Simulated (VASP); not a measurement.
# MgO (Fm-3m) in VASP: further runs

MgO is run at these levels: PBE; tasks: single point.

All numbers are computed with VASP 6.6.1; they aren't measurements. Logs are shortened: lines on timing, memory, paths and dates and some standing lists are left out, and cuts for length are marked.

**1. The cell of the first run**

Symmetry: Fm-3m, No. 225, cubic system. The conventional cell has a = 4.356 Å, b = 4.356 Å, c = 4.356 Å, α = 90.00°, β = 90.00°, γ = 90.00°. Mg (site symmetry m-3m) has 6 O at 2.18 Å within 2.9 Å. O (site symmetry m-3m) has 6 Mg at 2.18 Å within 2.9 Å.

**2. Single point, PBE**

Contents of INCAR:

```
PREC = Accurate
ENCUT = 520
EDIFF = 1E-6
ISMEAR = -1
SIGMA = 0.1
LREAL = False
LASPH = True
NELM = 100
ALGO = Normal
ISIF = 2
LWAVE = False
LCHARG = False
GGA = PE
NBANDS = 11
```

Contents of KPOINTS:

```
regular mesh
0
Gamma
  8 8 8
```

Contents of POSCAR:

```
MgO
1.0
    0.0000000000      2.1782000000      2.1782000000
    2.1782000000      0.0000000000      2.1782000000
    2.1782000000      2.1782000000      0.0000000000
Mg O
1 1
Direct
    0.0000000000      0.0000000000      0.0000000000
    0.5000000000      0.5000000000      0.5000000000
```

Potentials or basis: VASP PAW PBE potentials, release 64 (Mg, O).

Launch:

```bash
$ cat potpaw_PBE.64/Mg/POTCAR potpaw_PBE.64/O/POTCAR > POTCAR
$ mpirun -np 1 vasp_std > vasp.out
```

OUTCAR:

```text
PREC = Accurate
   ENCUT = 520
   EDIFF = 1E-6
   ISMEAR = -1
   LREAL = False
   LASPH = True
   NELM = 100
   ISIF = 2
   GGA = PE

 ion  position               nearest neighbor table
   1  0.000  0.000  0.000-   2 2.18   2 2.18   2 2.18   2 2.18   2 2.18   2 2.18
   2  0.500  0.500  0.500-   1 2.18   1 2.18   1 2.18   1 2.18   1 2.18   1 2.18

  LATTYP: Found a face centered cubic cell.
 ALAT       =     4.3564000000

  Lattice vectors:

 A1 = (   0.0000000000,   2.1782000000,   2.1782000000)
 A2 = (   2.1782000000,   0.0000000000,   2.1782000000)
 A3 = (   2.1782000000,   2.1782000000,   0.0000000000)

Analysis of symmetry for initial positions (statically):
=====================================================================
 Subroutine PRICEL returns:
 Original cell was already a primitive cell.

 Routine SETGRP: Setting up the symmetry group for a
 face centered cubic supercell.

 Subroutine GETGRP returns: Found 48 space group operations
 (whereof 48 operations were pure point group operations)
 out of a pool of 48 trial point group operations.

The static configuration has the point symmetry O_h .

Analysis of symmetry for dynamics (positions and initial velocities):
=====================================================================
 Subroutine PRICEL returns:
 Original cell was already a primitive cell.

 Routine SETGRP: Setting up the symmetry group for a
 face centered cubic supercell.

 Subroutine GETGRP returns: Found 48 space group operations
 (whereof 48 operations were pure point group operations)
 out of a pool of 48 trial point group operations.

The dynamic configuration has the point symmetry O_h .

 Subroutine INISYM returns: Found 48 space group operations
 (whereof 48 operations are pure point group operations),
 and found     1 'primitive' translations

----------------------------------------------------------------------------------------

                                     Primitive cell

  volume of cell :      20.6692

  direct lattice vectors                    reciprocal lattice vectors
     0.000000000  2.178200000  2.178200000    -0.229547333  0.229547333  0.229547333
     2.178200000  0.000000000  2.178200000     0.229547333 -0.229547333  0.229547333
     2.178200000  2.178200000  0.000000000     0.229547333  0.229547333 -0.229547333

  length of vectors
[... 81 lines left out ...]
   NELM   =    100;   NELMIN=  2; NELMDL= -5     # of ELM steps
   EDIFF  = 0.1E-05   stopping-criterion for ELM
   LREAL  =      F    real-space projection
   EDIFFG = 0.1E-04   stopping-criterion for IOM
   NSW    =      0    number of steps for IOM
   IBRION =     -1    ionic relax: 0-MD 1-quasi-New 2-CG
   NFREE  =      0    steps in history (QN), initial steepest desc. (CG)
   ISIF   =      2    stress and relaxation
   ISYM   =      2    0-nonsym 1-usesym 2-fastsym
   POTIM  = 0.5000    time-step for ionic-motion
   TEBEG  =    0.0;   TEEND  =   0.0 temperature during run
   PSTRESS=    0.0 pullay stress
   NELECT =       8.0000    total number of electrons
   NUPDOWN=      -1.0000    fix difference up-down
   EMIN   =  10.00;   EMAX   =-10.00  energy-range for DOS
   EFERMI =   0.00;   METHOD = LEGACY
   ISMEAR =    -1;   SIGMA  =   0.10  broadening in eV -4-tet -1-fermi 0-gaus
   EFERMI_NEDOS =   21; number of points for ismear=-14 and -15
   IALGO  =     38    algorithm
   IMIX   =      4    mixing-type and parameters
     AMIX     =   0.40;   BMIX     =  1.00
     AMIX_MAG =   1.60;   BMIX_MAG =  1.00
  volume/ion in A,a.u.               =      10.33        69.74
  Fermi-wavevector in a.u.,A,eV,Ry     =   1.193064  2.254564 19.366556  1.423402
  Thomas-Fermi vector in A             =   2.329087
   LORBIT       =      0    0 simple, 1 ext, 2 COOP (PROOUT), +10 PAW based schemes
   GGA     = PE    functional components
[... 5 lines left out ...]
 non-spin polarized calculation
  energy-cutoff  :      520.00
  volume of cell :       20.67
 maximum number of plane-waves:       568
   NGX = 11   NGY = 11   NGZ = 11

 number of electron       7.9999995 magnetization

 Free energy of the ion-electron system (eV)
  ---------------------------------------------------
  ext. energy  EPLUGINS =         0.00000000
  ---------------------------------------------------
  free energy    TOTEN  =       -11.86329340 eV

  energy without entropy =      -11.86329340  energy(sigma->0) =      -11.86329340

 E-fermi :   4.4654     XC(G=0): -10.6099

 val. band max:        2.4688389352   @ k =   0.0000   0.0000   0.0000
 cond. band min:       6.2726358639   @ k =   0.0000   0.0000   0.0000
 fundamental gap:      3.8037969287
 Fermi energy:         4.4654444274

 k-point     1 :       0.0000    0.0000    0.0000
  band No.  band energies     occupation
      1     -14.3083      2.00000
      2       2.4688      2.00000
      3       2.4688      2.00000
      4       2.4688      2.00000
      5       6.2726      0.00000
      6      17.6924      0.00000
      7      17.6924      0.00000
      8      17.6924      0.00000
      9      21.3523      0.00000
     10      23.0125      0.00000
     11      23.0125      0.00000
[... 309 lines left out ...]
 k-point    24 :      -0.3750    0.2500    0.1250
  band No.  band energies     occupation
      1     -13.1349      2.00000
      2      -1.1550      2.00000
      3       0.7482      2.00000
      4       1.6088      2.00000
      5      11.4389      0.00000
      6      13.6687      0.00000
      7      14.9545      0.00000
      8      18.1613      0.00000
      9      21.8286      0.00000
     10      23.2169      0.00000
     11      27.0491      0.00000

 [... further k-points ...]

------------------------ aborting loop because EDIFF is reached ----------------------------------------

  FORCE on cell =-STRESS in cart. coord.  units (eV):
  Direction    XX          YY          ZZ          XY          YZ          ZX
  --------------------------------------------------------------------------------------
  -------------------------------------------------------------------------------------
  Total       -1.2829189     -1.2829189     -1.2829189     -0.0000000      0.0000000      0.0000000
  in kB      -99.4458215    -99.4458215    -99.4458215     -0.0000000      0.0000000      0.0000000
  external PRESSURE =     -99.4458215 kB  Pullay stress =       0.0000000 kB

 VOLUME and BASIS-vectors are now :
 -----------------------------------------------------------------------------
  energy-cutoff  :      520.00
  volume of cell :       20.67
      direct lattice vectors                 reciprocal lattice vectors
     0.000000000  2.178200000  2.178200000    -0.229547333  0.229547333  0.229547333
     2.178200000  0.000000000  2.178200000     0.229547333 -0.229547333  0.229547333
     2.178200000  2.178200000  0.000000000     0.229547333  0.229547333 -0.229547333

 POSITION                                       TOTAL-FORCE (eV/Angst)
 -----------------------------------------------------------------------------------
      0.00000      0.00000      0.00000         0.000000     -0.000000      0.000000
      2.17820      2.17820      2.17820         0.000000      0.000000     -0.000000
 -----------------------------------------------------------------------------------
    total drift:                               -0.000000     -0.000000      0.000000

  FREE ENERGIE OF THE ION-ELECTRON SYSTEM (eV)
  ---------------------------------------------------
  free  energy   TOTEN  =       -11.8632934014 eV

  energy  without entropy=      -11.8632934009  energy(sigma->0) =      -11.86329340
```

stdout:

```text
POSCAR found type information on POSCAR MgO
 POSCAR found :  2 types and       2 ions
 scaLAPACK will be used
 LDA part: xc-table for (Slater+PW92), standard interpolation
 POSCAR, INCAR and KPOINTS ok, starting setup
 FFT: planning ... GRIDC
 FFT: planning ... GRID_SOFT
 FFT: planning ... GRID
 WAVECAR not read
 entering main loop
```

It took 2.9 s on 1 thread of Intel Xeon 6975P-C (Granite Rapids), shared host; peak memory 0.13 GiB.

What came out:

```yaml
Free_energy: -11.8633 eV
Pressure: -9.9 GPa
Band_gap_on_the_k_mesh: 3.80 eV, direct
```

**3. Single point, PBE**

Contents of INCAR:

```
SYSTEM = MgO
  ALGO = Normal
  EDIFF = 1E-6
  ENCUT = 600
  GGA = PE
  GGA_COMPAT = .FALSE.
  ISIF = 2
  ISMEAR = 0
  LASPH = .TRUE.
  LCHARG = .TRUE.
  LELF = .TRUE.
  LREAL = .FALSE.
  LVHAR = .TRUE.
  LWAVE = .FALSE.
  NBANDS = 11
  NELM = 120
  PREC = Accurate
  SIGMA = 0.05
```

Contents of KPOINTS:

```
k-points
0
G
  8 8 8
  0 0 0
```

POSCAR is that of step 2.

Potentials or basis: VASP PAW PBE potentials, release 64 (Mg, O).

Launch:

```bash
$ cat potpaw_PBE.64/Mg/POTCAR potpaw_PBE.64/O/POTCAR > POTCAR
$ mpirun -np 1 vasp_std > vasp.out
```

OUTCAR:

```text
SYSTEM = MgO
   EDIFF = 1E-6
   ENCUT = 600
   GGA = PE
   ISIF = 2
   ISMEAR = 0
   LASPH = .TRUE.
   LREAL = .FALSE.
   NELM = 120
   PREC = Accurate

 ion  position               nearest neighbor table
   1  0.000  0.000  0.000-   2 2.18   2 2.18   2 2.18   2 2.18   2 2.18   2 2.18
   2  0.500  0.500  0.500-   1 2.18   1 2.18   1 2.18   1 2.18   1 2.18   1 2.18

  LATTYP: Found a face centered cubic cell.
 ALAT       =     4.3564000000

  Lattice vectors:

 A1 = (   0.0000000000,   2.1782000000,   2.1782000000)
 A2 = (   2.1782000000,   0.0000000000,   2.1782000000)
 A3 = (   2.1782000000,   2.1782000000,   0.0000000000)

Analysis of symmetry for initial positions (statically):
=====================================================================
 Subroutine PRICEL returns:
 Original cell was already a primitive cell.

 Routine SETGRP: Setting up the symmetry group for a
 face centered cubic supercell.

 Subroutine GETGRP returns: Found 48 space group operations
 (whereof 48 operations were pure point group operations)
 out of a pool of 48 trial point group operations.

The static configuration has the point symmetry O_h .

Analysis of symmetry for dynamics (positions and initial velocities):
=====================================================================
 Subroutine PRICEL returns:
 Original cell was already a primitive cell.

 Routine SETGRP: Setting up the symmetry group for a
 face centered cubic supercell.

 Subroutine GETGRP returns: Found 48 space group operations
 (whereof 48 operations were pure point group operations)
 out of a pool of 48 trial point group operations.

The dynamic configuration has the point symmetry O_h .

 Subroutine INISYM returns: Found 48 space group operations
 (whereof 48 operations are pure point group operations),
 and found     1 'primitive' translations

----------------------------------------------------------------------------------------

                                     Primitive cell

  volume of cell :      20.6692

  direct lattice vectors                    reciprocal lattice vectors
     0.000000000  2.178200000  2.178200000    -0.229547333  0.229547333  0.229547333
     2.178200000  0.000000000  2.178200000     0.229547333 -0.229547333  0.229547333
     2.178200000  2.178200000  0.000000000     0.229547333  0.229547333 -0.229547333

  length of vectors
     3.080439982  3.080439982  3.080439982     0.397587643  0.397587643  0.397587643

  position of ions in fractional coordinates (direct lattice)
     0.000000000  0.000000000  0.000000000
     0.500000000  0.500000000  0.500000000

  ion indices of the primitive-cell ions
   primitive index   ion index
                 1           1
                 2           2

----------------------------------------------------------------------------------------

 KPOINTS: k-points

Automatic generation of k-mesh.
 Grid dimensions read from file:
 generate k-points for:    8    8    8

 Generating k-lattice:

  Cartesian coordinates                     Fractional coordinates (reciprocal lattice)
[... 22 lines left out ...]
  0.125000  0.125000  0.000000      6.000000
[... 16 lines left out ...]
  0.500000  0.250000  0.125000     48.000000
 -0.375000  0.250000  0.125000     24.000000
 [... further k-points ...]
   k-points           NKPTS =     29   k-points in BZ     NKDIM =     29   number of bands    NBANDS=     11
   number of dos      NEDOS =    301   number of ions     NIONS =      2
   total plane-waves  NPLWV =  21952
   dimension x,y,z NGX =    28 NGY =   28 NGZ =   28
   dimension x,y,z NGXF=    56 NGYF=   56 NGZF=   56
   ions per type =               1   1
   NGX,Y,Z   is equivalent  to a cutoff of  15.11, 15.11, 15.11 a.u.
   NGXF,Y,Z  is equivalent  to a cutoff of  30.22, 30.22, 30.22 a.u.
 SYSTEM =  MgO
   PREC   = accura    normal or accurate (medium, high low for compatibility)
   ISTART =      0    job   : 0-new  1-cont  2-samecut
   ICHARG =      2    charge: 1-file 2-atom 10-const
   ISPIN  =      1    spin polarized calculation?
   LNONCOLLINEAR =      F non collinear calculations
   LSORBIT =      F    spin-orbit coupling
   LASPH  =      T    aspherical Exc in radial PAW
   ENCUT  =  600.0 eV  44.10 Ry    6.64 a.u.   6.15  6.15  6.15*2*pi/ulx,y,z
   NELM   =    120;   NELMIN=  2; NELMDL= -5     # of ELM steps
   EDIFF  = 0.1E-05   stopping-criterion for ELM
   LREAL  =      F    real-space projection
   EDIFFG = 0.1E-04   stopping-criterion for IOM
   NSW    =      0    number of steps for IOM
   IBRION =     -1    ionic relax: 0-MD 1-quasi-New 2-CG
   NFREE  =      0    steps in history (QN), initial steepest desc. (CG)
   ISIF   =      2    stress and relaxation
   ISYM   =      2    0-nonsym 1-usesym 2-fastsym
   POTIM  = 0.5000    time-step for ionic-motion
   TEBEG  =    0.0;   TEEND  =   0.0 temperature during run
   PSTRESS=    0.0 pullay stress
   NELECT =       8.0000    total number of electrons
   NUPDOWN=      -1.0000    fix difference up-down
   EMIN   =  10.00;   EMAX   =-10.00  energy-range for DOS
   EFERMI =   0.00;   METHOD = LEGACY
   ISMEAR =     0;   SIGMA  =   0.05  broadening in eV -4-tet -1-fermi 0-gaus
   EFERMI_NEDOS =   21; number of points for ismear=-14 and -15
   IALGO  =     38    algorithm
   IMIX   =      4    mixing-type and parameters
     AMIX     =   0.40;   BMIX     =  1.00
     AMIX_MAG =   1.60;   BMIX_MAG =  1.00
  volume/ion in A,a.u.               =      10.33        69.74
  Fermi-wavevector in a.u.,A,eV,Ry     =   1.193064  2.254564 19.366556  1.423402
  Thomas-Fermi vector in A             =   2.329087
   LORBIT       =      0    0 simple, 1 ext, 2 COOP (PROOUT), +10 PAW based schemes
   GGA     = PE    functional components
   LHFCALC =     F    Hartree Fock is set to
   AEXX    =    0.0000 exact exchange contribution
   IVDW    =     0    specifies the selected vdW correction
   LEPSILON=     F    determine dielectric tensor
   LRPA    =     F    only Hartree local field effects (RPA)
 non-spin polarized calculation
 Gauss-broadening in eV      SIGMA  =   0.05
  energy-cutoff  :      600.00
  volume of cell :       20.67
 maximum number of plane-waves:       701
 NGX is ok and might be reduce to    28
   NGX = 13   NGY = 13   NGZ = 13

 number of electron       8.0000001 magnetization

 Free energy of the ion-electron system (eV)
  ---------------------------------------------------
  ext. energy  EPLUGINS =         0.00000000
  ---------------------------------------------------
  free energy    TOTEN  =       -11.86600843 eV

  energy without entropy =      -11.86600843  energy(sigma->0) =      -11.86600843

 E-fermi :   2.7533     XC(G=0): -10.6100

 val. band max:        2.4669144611   @ k =   0.0000   0.0000   0.0000
 cond. band min:       6.2713091427   @ k =   0.0000   0.0000   0.0000
 fundamental gap:      3.8043946816
 Fermi energy:         2.7532888675

 k-point     1 :       0.0000    0.0000    0.0000
  band No.  band energies     occupation
      1     -14.3099      2.00000
      2       2.4669      2.00000
      3       2.4669      2.00000
      4       2.4669      2.00000
      5       6.2713      0.00000
      6      17.6921      0.00000
      7      17.6921      0.00000
      8      17.6921      0.00000
      9      21.3501      0.00000
     10      23.0128      0.00000
     11      23.0128      0.00000
[... 309 lines left out ...]
 k-point    24 :      -0.3750    0.2500    0.1250
  band No.  band energies     occupation
      1     -13.1367      2.00000
      2      -1.1564      2.00000
      3       0.7468      2.00000
      4       1.6073      2.00000
      5      11.4375      0.00000
      6      13.6664      0.00000
      7      14.9540      0.00000
      8      18.1606      0.00000
      9      21.8281      0.00000
     10      23.2153      0.00000
     11      27.0480      0.00000

 [... further k-points ...]

------------------------ aborting loop because EDIFF is reached ----------------------------------------

  FORCE on cell =-STRESS in cart. coord.  units (eV):
  Direction    XX          YY          ZZ          XY          YZ          ZX
  --------------------------------------------------------------------------------------
  -------------------------------------------------------------------------------------
  Total       -1.3139782     -1.3139782     -1.3139782      0.0000000      0.0000000     -0.0000000
  in kB     -101.8533888   -101.8533888   -101.8533888      0.0000000      0.0000000     -0.0000000
  external PRESSURE =    -101.8533888 kB  Pullay stress =       0.0000000 kB

 VOLUME and BASIS-vectors are now :
 -----------------------------------------------------------------------------
  energy-cutoff  :      600.00
  volume of cell :       20.67
      direct lattice vectors                 reciprocal lattice vectors
     0.000000000  2.178200000  2.178200000    -0.229547333  0.229547333  0.229547333
     2.178200000  0.000000000  2.178200000     0.229547333 -0.229547333  0.229547333
     2.178200000  2.178200000  0.000000000     0.229547333  0.229547333 -0.229547333

 POSITION                                       TOTAL-FORCE (eV/Angst)
 -----------------------------------------------------------------------------------
      0.00000      0.00000      0.00000        -0.000000      0.000000      0.000000
      2.17820      2.17820      2.17820         0.000000     -0.000000     -0.000000
 -----------------------------------------------------------------------------------
    total drift:                                0.000000      0.000000      0.000000

  FREE ENERGIE OF THE ION-ELECTRON SYSTEM (eV)
  ---------------------------------------------------
  free  energy   TOTEN  =       -11.8660084304 eV

  energy  without entropy=      -11.8660084304  energy(sigma->0) =      -11.86600843
```

stdout:

```text
POSCAR found type information on POSCAR MgO
 POSCAR found :  2 types and       2 ions
 scaLAPACK will be used
 LDA part: xc-table for (Slater+PW92), standard interpolation
 POSCAR, INCAR and KPOINTS ok, starting setup
 FFT: planning ... GRIDC
 FFT: planning ... GRID_SOFT
 FFT: planning ... GRID
 WAVECAR not read
 entering main loop
```

Wall time 25 s (1 thread of Intel Xeon 8259CL, shared host); peak memory 0.16 GiB.

What came out:

| Property | Result |
| --- | --- |
| Free energy | -11.8660 eV |
| Pressure | -10.2 GPa |
| Band gap on the k mesh | 3.80 eV, direct |

**4. Single point, PBE**

Contents of INCAR:

```
SYSTEM = MgO
ALGO = Normal
EDIFF = 1E-6
ENCUT = 600
GGA = PE
GGA_COMPAT = .FALSE.
ISIF = 2
ISMEAR = -1
LASPH = .TRUE.
LCHARG = .TRUE.
LELF = .TRUE.
LREAL = .FALSE.
LVHAR = .TRUE.
LWAVE = .FALSE.
NBANDS = 11
NELM = 120
PREC = Accurate
SIGMA = 0.1
```

KPOINTS is that of step 3.

POSCAR is that of step 3.

Launch:

```bash
$ cat potpaw_PBE.64/Mg/POTCAR potpaw_PBE.64/O/POTCAR > POTCAR
$ mpirun -np 1 vasp_std > vasp.out
```

Wall time 22 s (1 thread of Intel Xeon 8259CL, shared host); peak memory 0.16 GiB.

It converged, with:

* Free energy: -11.8660 eV
* Pressure: -10.2 GPa
* Band gap on the k mesh: 3.80 eV, direct

Levels at points of the mesh, in eV from the valence-band top:
| k point | band 1 | band 2 | band 3 | band 4 | band 5 | band 6 | band 7 | band 8 |
| --- | --- | --- | --- | --- | --- | --- | --- | --- |
| (0.00, 0.00, 0.00) | -16.78 | 0.00 | 0.00 | 0.00 | 3.80 | 15.23 | 15.23 | 15.23 |
| (0.50, 0.00, 0.00) | -15.73 | -4.19 | -0.55 | -0.55 | 7.27 | 11.48 | 15.29 | 15.29 |
| (0.50, 0.50, 0.00) | -15.51 | -3.68 | -1.21 | -1.21 | 8.91 | 8.98 | 12.06 | 17.48 |

**5. Overview**

```tsv
cutoff (eV)	smearing	gap on the mesh (eV)	pressure (GPa)
520	fermi-dirac 0.1 eV	3.80	-9.9
600	gaussian 0.05 eV	3.80	-10.2
600	fermi-dirac 0.1 eV	3.80	-10.2
```

Alike in all rows: task single point; level PBE; potentials or basis VASP PAW PBE potentials, release 64 (Mg, O); no spin polarisation; cell as given; k mesh 8 × 8 × 8.

On the cell as given the gap runs from 3.80 eV (PBE) to 3.80 eV (PBE).

Total energies depend on the potentials used, so only differences within one code and one set of settings carry meaning.
